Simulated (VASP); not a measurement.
# W (Im-3m) in VASP: elastic constants with LDA

Aim: the elastic constants of W with LDA.

All numbers are computed with VASP 6.6.1; they aren't measurements. Logs are shortened: lines on timing, memory, paths and dates and some standing lists are left out, and cuts for length are marked.

## 1. The cell of the first run

Symmetry: Im-3m, No. 229, cubic system. The conventional cell has a = 3.120 Å, b = 3.120 Å, c = 3.120 Å, α = 90.00°, β = 90.00°, γ = 90.00°. Within 3.6 Å of W (site symmetry m-3m) lie 14 W at 2.70 to 3.12 Å.

## 2. Elastic constants, LDA

INCAR reads:

```
SYSTEM = W
ALGO = Normal
EDIFF = 1E-8
ENCUT = 600
IBRION = 6
ISIF = 3
ISMEAR = -1
LASPH = .True.
LCHARG = .False.
LREAL = .False.
LWAVE = .False.
NBANDS = 13
NELM = 60
NFREE = 2
NSW = 1
POTIM = 0.015
PREC = Accurate
SIGMA = 0.15
```

KPOINTS reads:

```
k-points
0
Gamma
  20 20 20
  0 0 0
```

POSCAR reads:

```
W
1.0
   -1.5600961151      1.5600961151      1.5600961151
    1.5600961151     -1.5600961151      1.5600961151
    1.5600961151      1.5600961151     -1.5600961151
W
1
Direct
    0.0000000000      0.0000000000      0.0000000000
```

Potentials or basis: VASP PAW LDA potentials, release 64 (W_sv).

Started as:

```console
$ cat potpaw_LDA.64/W_sv/POTCAR > POTCAR
$ mpirun -np 1 vasp_std > vasp.out
```

OUTCAR:

```text
SYSTEM = W
   EDIFF = 1E-8
   ENCUT = 600
   IBRION = 6
   ISIF = 3
   ISMEAR = -1
   LASPH = .True.
   LREAL = .False.
   NELM = 60
   NFREE = 2
   NSW = 1
   POTIM = 0.015
   PREC = Accurate

 ion  position               nearest neighbor table
   1  0.000  0.000  0.000-

  LATTYP: Found a body centered cubic cell.
 ALAT       =     3.1201922302

  Lattice vectors:

 A1 = (  -1.5600961151,   1.5600961151,   1.5600961151)
 A2 = (   1.5600961151,  -1.5600961151,   1.5600961151)
 A3 = (   1.5600961151,   1.5600961151,  -1.5600961151)

Analysis of symmetry for initial positions (statically):
=====================================================================
 Subroutine PRICEL returns:
 Original cell was already a primitive cell.

 Routine SETGRP: Setting up the symmetry group for a
 body centered cubic supercell.

 Subroutine GETGRP returns: Found 48 space group operations
 (whereof 48 operations were pure point group operations)
 out of a pool of 48 trial point group operations.

The static configuration has the point symmetry O_h .

Analysis of symmetry for dynamics (positions and initial velocities):
=====================================================================
 Subroutine PRICEL returns:
 Original cell was already a primitive cell.

 Routine SETGRP: Setting up the symmetry group for a
 body centered cubic supercell.

 Subroutine GETGRP returns: Found 48 space group operations
 (whereof 48 operations were pure point group operations)
 out of a pool of 48 trial point group operations.

The dynamic configuration has the point symmetry O_h .

 Subroutine INISYM returns: Found 48 space group operations
 (whereof 48 operations are pure point group operations),
 and found     1 'primitive' translations

----------------------------------------------------------------------------------------

                                     Primitive cell

  volume of cell :      15.1885

  direct lattice vectors                    reciprocal lattice vectors
    -1.560096115  1.560096115  1.560096115     0.000000000  0.320493074  0.320493074
     1.560096115 -1.560096115  1.560096115     0.320493074  0.000000000  0.320493074
     1.560096115  1.560096115 -1.560096115     0.320493074  0.320493074  0.000000000

  length of vectors
     2.702165736  2.702165736  2.702165736     0.453245652  0.453245652  0.453245652

  position of ions in fractional coordinates (direct lattice)
     0.000000000  0.000000000  0.000000000

  ion indices of the primitive-cell ions
   primitive index   ion index
                 1           1

----------------------------------------------------------------------------------------

 KPOINTS: k-points

Automatic generation of k-mesh.
 Grid dimensions read from file:
 generate k-points for:   20   20   20

 Generating k-lattice:

  Cartesian coordinates                     Fractional coordinates (reciprocal lattice)
     0.000000000  0.016024654  0.016024654     0.050000000  0.000000000  0.000000000
     0.016024654  0.000000000  0.016024654     0.000000000  0.050000000  0.000000000
     0.016024654  0.016024654  0.000000000     0.000000000  0.000000000  0.050000000

  Length of vectors
     0.022662283  0.022662283  0.022662283

  Shift w.r.t. Gamma in fractional coordinates (k-lattice)
     0.000000000  0.000000000  0.000000000

 Subroutine IBZKPT returns following result:
 ===========================================

 Found    256 irreducible k-points:

 Following reciprocal coordinates:
            Coordinates               Weight
  0.000000  0.000000  0.000000      1.000000
  0.050000  0.000000  0.000000     12.000000
  0.100000  0.000000  0.000000     12.000000
  0.150000  0.000000  0.000000     12.000000
  0.200000  0.000000  0.000000     12.000000
  0.250000  0.000000  0.000000     12.000000
[... 16 lines left out ...]
  0.200000  0.100000  0.000000     48.000000
[... 21 lines left out ...]
   LREAL  =      F    real-space projection
   EDIFFG = 0.1E-06   stopping-criterion for IOM
   NSW    =     49    number of steps for IOM
   IBRION =      6    ionic relax: 0-MD 1-quasi-New 2-CG
   NFREE  =      2    steps in history (QN), initial steepest desc. (CG)
   ISIF   =      3    stress and relaxation
   ISYM   =      2    0-nonsym 1-usesym 2-fastsym
   POTIM  = 0.0150    time-step for ionic-motion
   TEBEG  =    0.0;   TEEND  =   0.0 temperature during run
   PSTRESS=    0.0 pullay stress
   NELECT =      14.0000    total number of electrons
   NUPDOWN=      -1.0000    fix difference up-down
   EMIN   =  10.00;   EMAX   =-10.00  energy-range for DOS
   EFERMI =   0.00;   METHOD = LEGACY
   ISMEAR =    -1;   SIGMA  =   0.15  broadening in eV -4-tet -1-fermi 0-gaus
   EFERMI_NEDOS =   21; number of points for ismear=-14 and -15
   IALGO  =     38    algorithm
   IMIX   =      4    mixing-type and parameters
     AMIX     =   0.40;   BMIX     =  1.00
     AMIX_MAG =   1.60;   BMIX_MAG =  1.00
  volume/ion in A,a.u.               =      15.19       102.50
  Fermi-wavevector in a.u.,A,eV,Ry     =   1.593234  3.010775 34.536943  2.538394
  Thomas-Fermi vector in A             =   2.691495
   LORBIT       =      0    0 simple, 1 ext, 2 COOP (PROOUT), +10 PAW based schemes
   GGA     = CA    functional components
   LHFCALC =     F    Hartree Fock is set to
   AEXX    =    0.0000 exact exchange contribution
   IVDW    =     0    specifies the selected vdW correction
   LEPSILON=     F    determine dielectric tensor
   LRPA    =     F    only Hartree local field effects (RPA)
 finite differences with symmetry
 non-spin polarized calculation
  energy-cutoff  :      600.00
  volume of cell :       15.19
 maximum number of plane-waves:       532
 NGX is ok and might be reduce to    24
   NGX = 11   NGY = 11   NGZ = 11

--------------------------------------- Ionic step        1  -------------------------------------------

 number of electron      13.9999998 magnetization

 Free energy of the ion-electron system (eV)
  ---------------------------------------------------
  ext. energy  EPLUGINS =         0.00000000
  ---------------------------------------------------
  free energy    TOTEN  =       -14.11744206 eV

  energy without entropy =      -14.08308034  energy(sigma->0) =      -14.10026120

------------------------ aborting loop because EDIFF is reached ----------------------------------------

  FORCE on cell =-STRESS in cart. coord.  units (eV):
  Direction    XX          YY          ZZ          XY          YZ          ZX
  --------------------------------------------------------------------------------------
  -------------------------------------------------------------------------------------
  Total        0.6783583      0.6783583      0.6783583      0.0000000      0.0000000     -0.0000000
  in kB       71.5575864     71.5575864     71.5575864      0.0000000      0.0000000     -0.0000000
  external PRESSURE =      71.5575864 kB  Pullay stress =       0.0000000 kB
[... 86 lines left out ...]
  FREE ENERGIE OF THE ION-ELECTRON SYSTEM (eV)
  ---------------------------------------------------
  free  energy   TOTEN  =       -14.1005763395 eV

  energy  without entropy=      -14.0662188481  energy(sigma->0) =      -14.08339759

[... ionic steps 4 to 12 ...]

--------------------------------------- Ionic step       13  -------------------------------------------

 number of electron      13.9999999 magnetization

------------------------ aborting loop because EDIFF is reached ----------------------------------------
[... 65 lines left out ...]
--------------------------------------- Ionic step       15  -------------------------------------------

 number of electron      13.9999999 magnetization

 Free energy of the ion-electron system (eV)
  ---------------------------------------------------
  ext. energy  EPLUGINS =         0.00000000
  ---------------------------------------------------
  free energy    TOTEN  =       -14.11744237 eV

  energy without entropy =      -14.08308065  energy(sigma->0) =      -14.10026151

 E-fermi :  11.9708     XC(G=0): -14.0706

 val. band max:       11.9605989284   @ k =  -0.2500   0.3500   0.1500
 cond. band min:      11.9827664789   @ k =   0.5000   0.5000   0.2000
 fundamental gap:      0.0221675505
 Fermi energy:        11.9707895597

 k-point     1 :       0.0000    0.0000    0.0000
  band No.  band energies     occupation
      1     -61.7421      2.00000
      2     -25.4797      2.00000
      3     -25.4797      2.00000
      4     -25.4797      2.00000
      5       2.1776      2.00000
      6      10.6176      1.99976
      7      10.6176      1.99976
      8      10.6176      1.99976
      9      14.2440      0.00000
     10      14.2440      0.00000
     11      26.6208      0.00000
     12      26.6208      0.00000
     13      26.6208      0.00000
[... 354 lines left out ...]
  band No.  band energies     occupation
      1     -61.6262      2.00000
      2     -26.5100      2.00000
      3     -25.8197      2.00000
      4     -25.5396      2.00000
      5       5.5531      2.00000
      6       8.9033      2.00000
      7       9.7684      2.00000
      8      13.4817      0.00008
      9      14.9112      0.00000
     10      15.3121      0.00000
     11      26.3159      0.00000
     12      28.0598      0.00000
     13      32.1036      0.00000

 [... further k-points ...]
[... 5 lines left out ...]
  --------------------------------------------------------------------------------------
  -------------------------------------------------------------------------------------
  Total        0.6786553      0.6786553      0.6786553      0.0000000      0.0000000      0.0000000
  in kB       71.5889185     71.5889185     71.5889185      0.0000000      0.0000000      0.0000000
  external PRESSURE =      71.5889185 kB  Pullay stress =       0.0000000 kB
[... 16 lines left out ...]
  FREE ENERGIE OF THE ION-ELECTRON SYSTEM (eV)
  ---------------------------------------------------
  free  energy   TOTEN  =       -14.1174423733 eV

  energy  without entropy=      -14.0830806489  energy(sigma->0) =      -14.10026151

 INTERNAL STRAIN TENSORS FROM STRAINED CELLS
 ============================================

 INTERNAL STRAIN TENSOR FOR ION    1 for displacements in x,y,z  (eV/Angst):
          X           Y           Z          XY          YZ          ZX
  --------------------------------------------------------------------------------
  x    -0.00000     0.00000     0.00000     0.00000    -0.00000     0.00000
  y    -0.00000     0.00000     0.00000     0.00000     0.00000    -0.00000
  z     0.00000    -0.00000     0.00000     0.00000    -0.00000     0.00000

 INTERNAL STRAIN TENSORS FROM DISPLACED ATOMS
 ============================================

 INTERNAL STRAIN TENSOR FOR ION    1 for displacements in x,y,z  (eV/Angst):
          X           Y           Z          XY          YZ          ZX
  --------------------------------------------------------------------------------
  x     0.00000     0.00000     0.00000     0.00000     0.00000     0.00000
  y     0.00000     0.00000     0.00000     0.00000     0.00000     0.00000
  z     0.00000     0.00000     0.00000     0.00000     0.00000     0.00000

 Eigenvectors and eigenvalues of the dynamical matrix
 ----------------------------------------------------

   1 f  =    0.000000 THz     0.000000 2PiTHz    0.000000 cm-1     0.000000 meV
             X         Y         Z           dx          dy          dz
      0.000000  0.000000  0.000000     0.491094   -0.871107    0.000000

   2 f  =    0.000000 THz     0.000000 2PiTHz    0.000000 cm-1     0.000000 meV
             X         Y         Z           dx          dy          dz
      0.000000  0.000000  0.000000    -0.871107   -0.491094    0.000000

   3 f  =    0.000000 THz     0.000000 2PiTHz    0.000000 cm-1     0.000000 meV
             X         Y         Z           dx          dy          dz
      0.000000  0.000000  0.000000     0.000000    0.000000    1.000000

--------------------------------------------------------------------------------------------------------

 ELASTIC MODULI CONTR FROM IONIC RELAXATION (kBar)
 Direction    XX          YY          ZZ          XY          YZ          ZX
 --------------------------------------------------------------------------------
 XX           0.0000      0.0000      0.0000      0.0000      0.0000      0.0000
 YY           0.0000      0.0000      0.0000      0.0000      0.0000      0.0000
 ZZ           0.0000      0.0000      0.0000      0.0000      0.0000      0.0000
 XY           0.0000      0.0000      0.0000      0.0000      0.0000      0.0000
 YZ           0.0000      0.0000      0.0000      0.0000      0.0000      0.0000
 ZX           0.0000      0.0000      0.0000      0.0000      0.0000      0.0000
 --------------------------------------------------------------------------------

 TOTAL ELASTIC MODULI (kBar)
 Direction    XX          YY          ZZ          XY          YZ          ZX
 --------------------------------------------------------------------------------
 XX        5991.8704   2370.7730   2370.7730      0.0000     -0.0000      0.0000
 YY        2370.7730   5991.8704   2370.7730      0.0000      0.0000     -0.0000
 ZZ        2370.7730   2370.7730   5991.8704     -0.0000      0.0000     -0.0000
 XY           0.0000      0.0000     -0.0000   1633.1874      0.0000      0.0000
 YZ          -0.0000      0.0000      0.0000      0.0000   1633.1874      0.0000
 ZX           0.0000     -0.0000     -0.0000      0.0000      0.0000   1633.1874
 --------------------------------------------------------------------------------
```

Run time: 12 min. Hardware: 1 thread of Intel Xeon 6975P-C (Granite Rapids), shared host; peak memory 0.88 GiB.

Results:

- Elastic constants C11, C12, C44: 599, 237, 163 GPa
- Voigt bulk modulus: 358 GPa

Elastic tensor in Voigt notation (GPa, in the Cartesian axes of the cell as first typed):
```
599 237 237   0   0   0
237 599 237   0   0   0
237 237 599   0   0   0
  0   0   0 163   0   0
  0   0   0   0 163   0
  0   0   0   0   0 163
```

Clamped-ion elastic tensor (GPa):
```
599 237 237   0   0   0
237 599 237   0   0   0
237 237 599   0   0   0
  0   0   0 163   0   0
  0   0   0   0 163   0
  0   0   0   0   0 163
```

Caveat: the cell is under stress, which shifts elastic constants; spin-orbit coupling is left out, which moves the levels of the heavy elements.
